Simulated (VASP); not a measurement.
MgO: single point with r2SCAN

Crystal: MgO.

```
Mg O
1.0
     0.00000    2.28201    2.28201
     2.28201    0.00000    2.28201
     2.28201    2.28201    0.00000
Mg O
1 1
Direct
  0.00000 0.00000 0.00000
  0.25000 0.25000 0.25000
```

```json
{
  "Program": "VASP 6.6.1",
  "Task": "single point",
  "Functional": "r2SCAN",
  "Potentials or basis": "VASP PAW PBE potentials, release 64 (Mg, O)",
  "Cutoff": "520 eV",
  "k mesh": "8 × 8 × 8",
  "Occupations": "fermi-dirac, width 0.02 eV",
  "Spin": "no spin polarisation",
  "Dipole correction": "no",
  "Further INCAR settings": "ALGO = Normal; EDIFF = 1e-07; NBANDS = 11"
}
```

* Pressure: -0.6 GPa
* Band gap on the k mesh: 4.32 eV, direct

Levels at points of the mesh, in eV from the valence-band top:
```tsv
k point	band 1	band 2	band 3	band 4	band 5	band 6	band 7	band 8	band 9
(0.00, 0.00, 0.00)	-16.83	0.00	0.00	0.00	4.32	17.92	17.92	17.92	21.40
(0.50, 0.00, 0.00)	-16.19	-3.02	-0.18	-0.18	9.63	10.54	15.54	15.54	20.87
(0.50, 0.50, 0.00)	-15.99	-2.50	-0.75	-0.75	6.94	12.48	15.32	17.81	17.81
```

Run time: 21 s on 1 thread of Intel(R) Xeon(R) Platinum 8375C CPU @ 2.90GHz (Ice Lake) (shared host), peak memory 0.14 GiB.

Caveat: the PAW data sets were made with another functional, which shifts forces and pressure a little. r2SCAN opens gaps a little over a GGA but as a rule still falls short of measured ones.
